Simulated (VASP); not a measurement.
Input of a VASP 6.6.1 run:

The input INCAR:

```
PREC = Accurate
ENCUT = 520
EDIFF = 1E-7
ISMEAR = 0
SIGMA = 0.05
LREAL = False
LASPH = True
NELM = 80
ALGO = Normal
ISIF = 2
LWAVE = False
LCHARG = True
GGA = PE
LELF = True
LVHAR = True
NBANDS = 11
```

File KPOINTS:

```
Automatic mesh
0
Gamma
  10 10 10
```

Contents of POSCAR:

```
AlN
1.0
    0.0000000000      2.1839935596      2.1839935596
    2.1839935596      0.0000000000      2.1839935596
    2.1839935596      2.1839935596      0.0000000000
Al N
1 1
Direct
   -0.0044568533     -0.0044568533      0.0044568533
    0.7585851902      0.7585851902      0.7414148098
```

Potentials or basis: VASP PAW PBE potentials, release 64 (Al, N).

The run is started by

```bash
$ cat potpaw_PBE.64/Al/POTCAR potpaw_PBE.64/N/POTCAR > POTCAR
$ mpirun -np 1 vasp_std > vasp.out
```

What does it give for the band gap on the k mesh?

3.17 eV, indirect (least direct gap 4.04 eV).

What does it give for the pressure?

5.0 GPa.

Predict the largest force.

0.834 eV/Å.

Forces on the atoms (eV/Å):
```
Al   0.000  0.000  0.834
N    0.000  0.000 -0.834
```

Caveat: the cell differs from its parent crystal (mode 4 (656.9 1/cm) frozen in, largest displacement +0.037 Å). A k mesh can miss the band edges.
